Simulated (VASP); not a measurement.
The system is Ge.

```
CELL_PARAMETERS angstrom
-2.57449 2.57449 1.39741
2.57449 -2.57449 1.39741
2.57449 2.57449 -1.39741
ATOMIC_POSITIONS crystal
Ge 0.25000 0.75000 0.50000
Ge 0.50000 0.50000 0.00000
```

| Property | Result |
| --- | --- |
| Program | VASP 6.6.1 |
| Task | relaxation of cell and atoms |
| Functional | BLYP |
| Dispersion | D3(BJ) |
| Potentials or basis | VASP PAW PBE potentials, release 64 (Ge_d) |
| Cutoff | 600 eV |
| k mesh | 13 × 13 × 13 |
| Occupations | fermi-dirac, width 0.1 eV |
| Spin | no spin polarisation |

At the start: pressure 2.6 GPa; volume 18.52 Å³/atom.

Task: Where does the relaxation end?

Result: Over 9 steps the energy falls by 6.5 meV/atom and the volume is 19.23 Å³/atom (+3.8 %); space group I4_1/amd (No. 141, to 0.1 Å) before and after.

The path:
```
step  energy change (eV)  largest force (eV/Å)  pressure (GPa)  volume (Å³)
   1              0.0000                0.0000            2.59        37.05
   2             -0.0119                0.0000           -0.36        38.68
   3             -0.0120                0.0000           -0.19        38.51
   4             -0.0120                0.0000            0.00        38.46
   5             -0.0126                0.0000           -0.02        38.44
   6             -0.0130                0.0000            0.06        38.41
   7             -0.0130                0.0000            0.09        38.41
   8             -0.0130                0.0000           -0.07        38.49
   9             -0.0130                0.0000            0.02        38.46
```

Final structure:
```cif
data_structure
_symmetry_space_group_name_H-M 'P 1'
_symmetry_Int_Tables_number 1
_cell_length_a 3.9332
_cell_length_b 3.9332
_cell_length_c 3.9332
_cell_angle_alpha 97.631
_cell_angle_beta 97.631
_cell_angle_gamma 137.257
_cell_volume 38.46
loop_
_atom_site_label
_atom_site_type_symbol
_atom_site_fract_x
_atom_site_fract_y
_atom_site_fract_z
_atom_site_occupancy
Ge1 Ge 0.25000 0.75000 0.50000 1
Ge2 Ge 0.50000 0.50000 0.00000 1
```

Caveat: the PAW data sets were made with another functional, which shifts forces and pressure a little.
